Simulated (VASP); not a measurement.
Write the native input for VASP 6.6.1 that does the following.

```
Task                   : single point
Functional             : PBE
Potentials or basis    : VASP PAW PBE potentials, release 64 (Pb_d)
Cutoff                 : 520 eV
k mesh                 : 16 × 16 × 16
Occupations            : gaussian, width 0.15 eV
Spin                   : no spin polarisation
Dipole correction      : no
Further INCAR settings : ALGO = Normal; EDIFF = 1e-06; NBANDS = 13
```

The structure of Pb lies in POSCAR:

```
Pb
1.0
    0.0000000000      2.4698000000      2.3463100000
    2.4698000000      0.0000000000      2.3463100000
    2.4698000000      2.4698000000      0.0000000000
Pb
1
Direct
    0.0000000000      0.0000000000      0.0000000000
```

This cell differs from its parent crystal: strain +0.000 along x and y, -0.050 along z.

One way to write it, as run:

INCAR

```
ALGO     = Normal         # electronic algorithm
EDIFF    = 1E-6           # SCF threshold, eV
ENCUT    = 520            # plane-wave cutoff, eV
GGA      = PE             # functional
ISIF     = 2              # what is computed and relaxed
ISMEAR   = 0              # smearing method
LASPH    = True           # aspherical terms in the spheres
LCHARG   = False          # write CHGCAR
LREAL    = False          # projectors in reciprocal space
LWAVE    = False          # write WAVECAR
NBANDS   = 13             # bands
NELM     = 60             # most SCF steps
PREC     = Accurate       # precision mode
SIGMA    = 0.15           # smearing width, eV
```

KPOINTS

```
k-points
0
Gamma
  16 16 16
```

Potentials or basis: VASP PAW PBE potentials, release 64 (Pb_d).

Command:

```sh
$ cat potpaw_PBE.64/Pb_d/POTCAR > POTCAR
$ mpirun -np 1 vasp_std > vasp.out
```

It gave:

```json
{
  "Pressure": "5.6 GPa",
  "Band gap on the k mesh": "zero (bands 7 and 8 overlap by 9.71 eV)"
}
```

Caveat: the cell differs from its parent crystal (strain +0.000 along x and y, -0.050 along z); the cell stands under pressure; spin-orbit coupling is left out, which moves the levels of the heavy elements.

Wall time 45 s on 1 thread of AMD EPYC 9R45 96-Core Processor (Zen 5) (shared host), peak memory 0.22 GiB.
